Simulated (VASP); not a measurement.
Ge, 2 atoms in the cell. It takes space group I4_1/amd (No. 141, tetragonal). Conventional cell: a = 4.000 Å, b = 4.000 Å, c = 5.884 Å, α = 90.00°, β = 90.00°, γ = 90.00°. Ge (site symmetry -4m2) has 4 Ge at 2.48 Å within 3.3 Å.  This cell differs from its parent crystal: strain +0.0400 x Voigt [0, 1, 0, 0, 0, 0].

- Program: VASP 6.6.1
- Task: single point
- Functional: LDA
- Potentials or basis: VASP PAW LDA potentials, release 64 (Ge_d)
- Cutoff: 520 eV
- k mesh: 14 × 14 × 14
- Occupations: gaussian, width 0.15 eV
- Spin: no spin polarisation
- Dipole correction: no
- Further INCAR settings: ALGO = Normal; EDIFF = 1e-06; NBANDS = 21

Potentials or basis: VASP PAW LDA potentials, release 64 (Ge_d).

The run is started by

```bash
$ cat potpaw_LDA.64/Ge_d/POTCAR > POTCAR
$ mpirun -np 1 vasp_std > vasp.out
```

Hardware: 1 thread of AMD EPYC 7R13 (shared host).

Task: How long does it take, and how much memory?

Result: Run time: 6.4 min on 1 thread of AMD EPYC 7R13 (shared host), peak memory 0.26 GiB. Counts: scf iterations 11, k points 244.
